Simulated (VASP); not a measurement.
# KCl (Sylvite) (Fm-3m) in VASP: vibrations by perturbation theory with LDA

Aim: the vibrations by perturbation theory of KCl (Sylvite) with LDA.

All numbers are computed with VASP 6.6.1; they aren't measurements. Logs are shortened: lines on timing, memory, paths and dates and some standing lists are left out, and cuts for length are marked.

### 1 The cell of the first run

The structure is cubic, space group Fm-3m (No. 225). The conventional cell has a = 6.293 Å, b = 6.293 Å, c = 6.293 Å, α = 90.00°, β = 90.00°, γ = 90.00°. Within 4.1 Å of K (site symmetry m-3m) lie 6 Cl at 3.15 Å. Within 4.1 Å of Cl (site symmetry m-3m) lie 6 K at 3.15 Å.

### 2 Vibrations by perturbation theory, LDA

The input, INCAR:

```
PREC = Accurate
ENCUT = 520
EDIFF = 1E-8
ISMEAR = 0
SIGMA = 0.01
LREAL = False
LASPH = True
NELM = 80
ALGO = Normal
ISIF = 2
LWAVE = False
LCHARG = False
GGA = CA
IBRION = 8
NSW = 1
```

The input, KPOINTS:

```
regular mesh
0
Gamma
  2 2 2
```

The input, POSCAR:

```
KCl
1.0
    0.0000000000      3.1464700000      3.1464700000
    3.1464700000      0.0000000000      3.1464700000
    3.1464700000      3.1464700000      0.0000000000
K Cl
1 1
Direct
    0.0000000000      0.0000000000      0.0000000000
    0.5000000000      0.5000000000      0.5000000000
```

Potentials or basis: VASP PAW LDA potentials, release 64 (K_sv, Cl).

Started as:

```console
$ cat potpaw_LDA.64/K_sv/POTCAR potpaw_LDA.64/Cl/POTCAR > POTCAR
$ mpirun -np 1 vasp_std > vasp.out
```

OUTCAR:

```text
PREC = Accurate
   ENCUT = 520
   EDIFF = 1E-8
   ISMEAR = 0
   LREAL = False
   LASPH = True
   NELM = 80
   ISIF = 2
   GGA = CA
   IBRION = 8
   NSW = 1

 ion  position               nearest neighbor table
   1  0.000  0.000  0.000-   2 3.15   2 3.15   2 3.15   2 3.15   2 3.15   2 3.15
   2  0.500  0.500  0.500-   1 3.15   1 3.15   1 3.15   1 3.15   1 3.15   1 3.15

  LATTYP: Found a face centered cubic cell.
 ALAT       =     6.2929400000

  Lattice vectors:

 A1 = (   0.0000000000,   3.1464700000,   3.1464700000)
 A2 = (   3.1464700000,   0.0000000000,   3.1464700000)
 A3 = (   3.1464700000,   3.1464700000,   0.0000000000)

Analysis of symmetry for initial positions (statically):
=====================================================================
 Subroutine PRICEL returns:
 Original cell was already a primitive cell.

 Routine SETGRP: Setting up the symmetry group for a
 face centered cubic supercell.

 Subroutine GETGRP returns: Found 48 space group operations
 (whereof 48 operations were pure point group operations)
 out of a pool of 48 trial point group operations.

The static configuration has the point symmetry O_h .

Analysis of symmetry for dynamics (positions and initial velocities):
=====================================================================
 Subroutine PRICEL returns:
 Original cell was already a primitive cell.

 Routine SETGRP: Setting up the symmetry group for a
 face centered cubic supercell.

 Subroutine GETGRP returns: Found 48 space group operations
 (whereof 48 operations were pure point group operations)
 out of a pool of 48 trial point group operations.

The dynamic configuration has the point symmetry O_h .

 Subroutine INISYM returns: Found 48 space group operations
 (whereof 48 operations are pure point group operations),
 and found     1 'primitive' translations

----------------------------------------------------------------------------------------

                                     Primitive cell

  volume of cell :      62.3018

  direct lattice vectors                    reciprocal lattice vectors
     0.000000000  3.146470000  3.146470000    -0.158908237  0.158908237  0.158908237
     3.146470000  0.000000000  3.146470000     0.158908237 -0.158908237  0.158908237
     3.146470000  3.146470000  0.000000000     0.158908237  0.158908237 -0.158908237

  length of vectors
     4.449780548  4.449780548  4.449780548     0.275237140  0.275237140  0.275237140

  position of ions in fractional coordinates (direct lattice)
     0.000000000  0.000000000  0.000000000
     0.500000000  0.500000000  0.500000000

  ion indices of the primitive-cell ions
   primitive index   ion index
                 1           1
                 2           2

----------------------------------------------------------------------------------------

 KPOINTS: regular mesh

Automatic generation of k-mesh.
 Grid dimensions read from file:
 generate k-points for:    2    2    2

 Generating k-lattice:

  Cartesian coordinates                     Fractional coordinates (reciprocal lattice)
    -0.079454118  0.079454118  0.079454118     0.500000000  0.000000000  0.000000000
     0.079454118 -0.079454118  0.079454118     0.000000000  0.500000000  0.000000000
     0.079454118  0.079454118 -0.079454118     0.000000000  0.000000000  0.500000000

  Length of vectors
     0.137618570  0.137618570  0.137618570

  Shift w.r.t. Gamma in fractional coordinates (k-lattice)
     0.000000000  0.000000000  0.000000000

 Subroutine IBZKPT returns following result:
 ===========================================

 Found      3 irreducible k-points:

 Following reciprocal coordinates:
            Coordinates               Weight
  0.000000  0.000000  0.000000      1.000000
  0.500000  0.000000  0.000000      4.000000
  0.500000  0.500000  0.000000      3.000000
   k-points           NKPTS =      3   k-points in BZ     NKDIM =      3   number of bands    NBANDS=     12
   number of dos      NEDOS =    301   number of ions     NIONS =      2
   total plane-waves  NPLWV =  46656
   dimension x,y,z NGX =    36 NGY =   36 NGZ =   36
   dimension x,y,z NGXF=    72 NGYF=   72 NGZF=   72
   ions per type =               1   1
   NGX,Y,Z   is equivalent  to a cutoff of  13.45, 13.45, 13.45 a.u.
   NGXF,Y,Z  is equivalent  to a cutoff of  26.90, 26.90, 26.90 a.u.
 SYSTEM =  unknown system
   PREC   = accura    normal or accurate (medium, high low for compatibility)
   ISTART =      0    job   : 0-new  1-cont  2-samecut
   ICHARG =      2    charge: 1-file 2-atom 10-const
   ISPIN  =      1    spin polarized calculation?
   LNONCOLLINEAR =      F non collinear calculations
   LSORBIT =      F    spin-orbit coupling
   LASPH  =      T    aspherical Exc in radial PAW
   ENCUT  =  520.0 eV  38.22 Ry    6.18 a.u.   8.27  8.27  8.27*2*pi/ulx,y,z
   NELM   =     80;   NELMIN=  2; NELMDL= -5     # of ELM steps
   EDIFF  = 0.1E-07   stopping-criterion for ELM
   LREAL  =      F    real-space projection
   EDIFFG = 0.1E-06   stopping-criterion for IOM
   NSW    =      1    number of steps for IOM
   IBRION =      8    ionic relax: 0-MD 1-quasi-New 2-CG
   NFREE  =      0    steps in history (QN), initial steepest desc. (CG)
   ISIF   =      2    stress and relaxation
   ISYM   =      2    0-nonsym 1-usesym 2-fastsym
   POTIM  = 0.5000    time-step for ionic-motion
   TEBEG  =    0.0;   TEEND  =   0.0 temperature during run
   PSTRESS=    0.0 pullay stress
   NELECT =      16.0000    total number of electrons
   NUPDOWN=      -1.0000    fix difference up-down
   EMIN   =  10.00;   EMAX   =-10.00  energy-range for DOS
   EFERMI =   0.00;   METHOD = LEGACY
   ISMEAR =     0;   SIGMA  =   0.01  broadening in eV -4-tet -1-fermi 0-gaus
   EFERMI_NEDOS =   21; number of points for ismear=-14 and -15
   IALGO  =     38    algorithm
   IMIX   =      4    mixing-type and parameters
     AMIX     =   0.40;   BMIX     =  1.00
     AMIX_MAG =   1.60;   BMIX_MAG =  1.00
  volume/ion in A,a.u.               =      31.15       210.22
  Fermi-wavevector in a.u.,A,eV,Ry     =   1.040594  1.966437 14.732871  1.082835
  Thomas-Fermi vector in A             =   2.175177
   LORBIT       =      0    0 simple, 1 ext, 2 COOP (PROOUT), +10 PAW based schemes
   GGA     = CA    functional components
   LHFCALC =     F    Hartree Fock is set to
   AEXX    =    0.0000 exact exchange contribution
   IVDW    =     0    specifies the selected vdW correction
   LEPSILON=     F    determine dielectric tensor
   LRPA    =     F    only Hartree local field effects (RPA)
 non-spin polarized calculation
 Gauss-broadening in eV      SIGMA  =   0.01
  energy-cutoff  :      520.00
  volume of cell :       62.30
 maximum number of plane-waves:      1694
 NGX is ok and might be reduce to    36
   NGX = 17   NGY = 17   NGZ = 17

--------------------------------------- Ionic step        1  -------------------------------------------

 number of electron      15.9999999 magnetization

 Free energy of the ion-electron system (eV)
  ---------------------------------------------------
  ext. energy  EPLUGINS =         0.00000000
  ---------------------------------------------------
  free energy    TOTEN  =        -7.28499133 eV

  energy without entropy =       -7.28499133  energy(sigma->0) =       -7.28499133

 E-fermi :  -1.8983     XC(G=0):  -8.0927

 val. band max:       -2.0062764368   @ k =   0.0000   0.0000   0.0000
 cond. band min:       2.6869832118   @ k =   0.0000   0.0000   0.0000
 fundamental gap:      4.6932596486
 Fermi energy:        -1.8983421222

 k-point     1 :       0.0000    0.0000    0.0000
  band No.  band energies     occupation
      1     -28.9377      2.00000
      2     -14.0204      2.00000
      3     -12.6341      2.00000
      4     -12.6341      2.00000
      5     -12.6341      2.00000
      6      -2.0063      2.00000
      7      -2.0063      2.00000
      8      -2.0063      2.00000
      9       2.6870      0.00000
     10       6.0089      0.00000
     11       6.0089      0.00000
     12       6.0089      0.00000

 k-point     2 :       0.5000    0.0000    0.0000
  band No.  band energies     occupation
      1     -28.9259      2.00000
      2     -14.2317      2.00000
      3     -12.6447      2.00000
      4     -12.6447      2.00000
      5     -12.3646      2.00000
      6      -3.1525      2.00000
      7      -2.3563      2.00000
      8      -2.3563      2.00000
      9       5.1255      0.00000
     10       6.1997      0.00000
     11       8.1915      0.00000
     12       8.1915      0.00000

 k-point     3 :       0.5000    0.5000    0.0000
  band No.  band energies     occupation
      1     -28.9225      2.00000
      2     -13.9119      2.00000
      3     -12.7896      2.00000
      4     -12.6948      2.00000
      5     -12.6948      2.00000
      6      -2.7160      2.00000
      7      -2.2456      2.00000
      8      -2.2456      2.00000
      9       4.0984      0.00000
     10       5.9043      0.00000
     11       7.6041      0.00000
     12       7.9644      0.00000

------------------------ aborting loop because EDIFF is reached ----------------------------------------

  FORCE on cell =-STRESS in cart. coord.  units (eV):
  Direction    XX          YY          ZZ          XY          YZ          ZX
  --------------------------------------------------------------------------------------
  -------------------------------------------------------------------------------------
  Total       -0.5711864     -0.5711864     -0.5711864     -0.0000000      0.0000000      0.0000000
  in kB      -14.6888464    -14.6888464    -14.6888464     -0.0000000      0.0000000      0.0000000
  external PRESSURE =     -14.6888464 kB  Pullay stress =       0.0000000 kB

 VOLUME and BASIS-vectors are now :
 -----------------------------------------------------------------------------
  energy-cutoff  :      520.00
  volume of cell :       62.30
      direct lattice vectors                 reciprocal lattice vectors
     0.000000000  3.146470000  3.146470000    -0.158908237  0.158908237  0.158908237
     3.146470000  0.000000000  3.146470000     0.158908237 -0.158908237  0.158908237
     3.146470000  3.146470000  0.000000000     0.158908237  0.158908237 -0.158908237

 POSITION                                       TOTAL-FORCE (eV/Angst)
 -----------------------------------------------------------------------------------
      0.00000      0.00000      0.00000         0.000000      0.000000     -0.000000
      3.14647      3.14647      3.14647        -0.000000     -0.000000      0.000000
 -----------------------------------------------------------------------------------
    total drift:                                0.000000      0.000000      0.000000

  FREE ENERGIE OF THE ION-ELECTRON SYSTEM (eV)
  ---------------------------------------------------
  free  energy   TOTEN  =        -7.2849913324 eV

  energy  without entropy=       -7.2849913324  energy(sigma->0) =       -7.28499133

[... ionic steps 2 to 3 ...]

--------------------------------------- Ionic step        4  -------------------------------------------

------------------------ aborting loop because EDIFF is reached ----------------------------------------

[... ionic steps 5 to 6 ...]

--------------------------------------- Ionic step        7  -------------------------------------------

 Free energy of the ion-electron system (eV)
  ---------------------------------------------------
  ---------------------------------------------------
  free energy    TOTEN  =        -0.19515668 eV

  energy without entropy =       -0.19515668

------------------------ aborting loop because EDIFF is reached ----------------------------------------

 INTERNAL STRAIN TENSOR  FOR ION    2  DIRECTION 1   (eV/Angst):
 -----------------------------------------------------------------------------
     0.00006  0.00000 -0.00000
     0.00000 -0.00009  0.00000
    -0.00000  0.00000 -0.00009

 INTERNAL STRAIN TENSOR FOR ION    2 for displacements in x,y,z  (eV/Angst):
          X           Y           Z          XY          YZ          ZX
  --------------------------------------------------------------------------------
  x     0.00000     0.00000     0.00000     0.00000     0.00000     0.00000
  y     0.00000     0.00000     0.00000     0.00000     0.00000     0.00000
  z     0.00000     0.00000     0.00000     0.00000     0.00000     0.00000

 SECOND DERIVATIVES (NOT SYMMETRIZED)
 ------------------------------------
               1X          1Y          1Z          2X          2Y          2Z
  1X    -0.909086    0.000000    0.000000    0.909086    0.000000    0.000000
  1Y     0.000000   -0.909086    0.000000    0.000000    0.909086    0.000000
  1Z     0.000000    0.000000   -0.909086    0.000000    0.000000    0.909086
  2X     0.906700    0.000000    0.000000   -0.906700    0.000000    0.000000
  2Y     0.000000    0.906700    0.000000    0.000000   -0.906700    0.000000
  2Z     0.000000    0.000000    0.906700    0.000000    0.000000   -0.906700

 Eigenvectors and eigenvalues of the dynamical matrix
 ----------------------------------------------------

   1 f  =    3.454436 THz    21.704862 2PiTHz  115.227583 cm-1    14.286393 meV
             X         Y         Z           dx          dy          dz
      0.000000  0.000000  0.000000     0.690079   -0.000000    0.000000
      3.146470  3.146470  3.146470    -0.723734    0.000000    0.000000

   2 f  =    3.454436 THz    21.704862 2PiTHz  115.227583 cm-1    14.286393 meV
             X         Y         Z           dx          dy          dz
      0.000000  0.000000  0.000000    -0.000000   -0.690079   -0.000000
      3.146470  3.146470  3.146470     0.000000    0.723734   -0.000000

   3 f  =    3.454436 THz    21.704862 2PiTHz  115.227583 cm-1    14.286393 meV
             X         Y         Z           dx          dy          dz
      0.000000  0.000000  0.000000     0.000000    0.000000   -0.690079
      3.146470  3.146470  3.146470     0.000000    0.000000    0.723734

   4 f/i=    0.002268 THz     0.014249 2PiTHz    0.075646 cm-1     0.009379 meV
             X         Y         Z           dx          dy          dz
      0.000000  0.000000  0.000000     0.655516    0.181944   -0.246953
      3.146470  3.146470  3.146470     0.625034    0.173483   -0.235469

   5 f/i=    0.002268 THz     0.014249 2PiTHz    0.075646 cm-1     0.009379 meV
             X         Y         Z           dx          dy          dz
      0.000000  0.000000  0.000000     0.265514   -0.044798    0.671778
      3.146470  3.146470  3.146470     0.253167   -0.042715    0.640540

   6 f/i=    0.002268 THz     0.014249 2PiTHz    0.075646 cm-1     0.009379 meV
             X         Y         Z           dx          dy          dz
      0.000000  0.000000  0.000000    -0.153596    0.699057    0.107325
      3.146470  3.146470  3.146470    -0.146454    0.666550    0.102334

--------------------------------------------------------------------------------------------------------

 ELASTIC MODULI CONTR FROM IONIC RELAXATION (kBar)
 Direction    XX          YY          ZZ          XY          YZ          ZX
 --------------------------------------------------------------------------------
 XX           0.0000      0.0000      0.0000      0.0000      0.0000      0.0000
 YY           0.0000      0.0000      0.0000      0.0000      0.0000      0.0000
 ZZ           0.0000      0.0000      0.0000      0.0000      0.0000      0.0000
 XY           0.0000      0.0000      0.0000      0.0000      0.0000      0.0000
 YZ           0.0000      0.0000      0.0000      0.0000      0.0000      0.0000
 ZX           0.0000      0.0000      0.0000      0.0000      0.0000      0.0000
 --------------------------------------------------------------------------------
```

Wall time 47 s (1 thread of Intel Xeon 6975P-C, shared host); peak memory 0.2 GiB.

Results:

```yaml
Highest_phonon_frequency_at_Γ_LO-TO_splitting_left_out: 115 cm⁻¹
```

Phonon frequencies in cm⁻¹ (negative: imaginary):
| q point | frequencies |
| --- | --- |
| (0.000, 0.000, 0.000) | 0 0 0 115 115 115 |

Caveat: the k points lie up to 0.86 Å⁻¹ apart; the cell wasn't relaxed at this level first, which shifts response properties.
